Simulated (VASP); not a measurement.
A run of VASP 6.6.1:

File INCAR:

```
ALGO = Normal ; EDIFF = 1E-7
ENCUT = 520 ; GGA = PE
ISIF = 2 ; ISMEAR = 0
LASPH = T ; LCHARG = F
LREAL = F ; LWAVE = F
NBANDS = 19 ; NELM = 60
PREC = Accurate ; SIGMA = 0.1
```

File KPOINTS:

```
k-points
0
Gamma
  12 12 10
```

File POSCAR:

```
PtBr2
1.0
    3.8010738245      0.0000000000      0.0000000000
    0.0000000000      3.8010738245      0.0000000000
    0.0000000000      0.0000000000      5.1065014546
Pt Br
1 2
Direct
    0.0000000000      0.0000000000      0.0000000000
    0.0000000000      0.0000000000      0.5000000000
    0.5000000000      0.5000000000      0.0000000000
```

Potentials or basis: VASP PAW PBE potentials, release 64 (Pt, Br).

The run is started by

```sh
$ cat potpaw_PBE.64/Pt/POTCAR potpaw_PBE.64/Br/POTCAR > POTCAR
$ mpirun -np 1 vasp_std > vasp.out
```

Hardware: 1 thread of Intel Xeon 6975P-C (shared host).

Question: How long does it take, and how much memory?

Answer: Wall time 3.2 min on 1 thread of Intel Xeon 6975P-C, on a shared host, peak memory 0.36 GiB. Counts: scf iterations 15, k points 168.
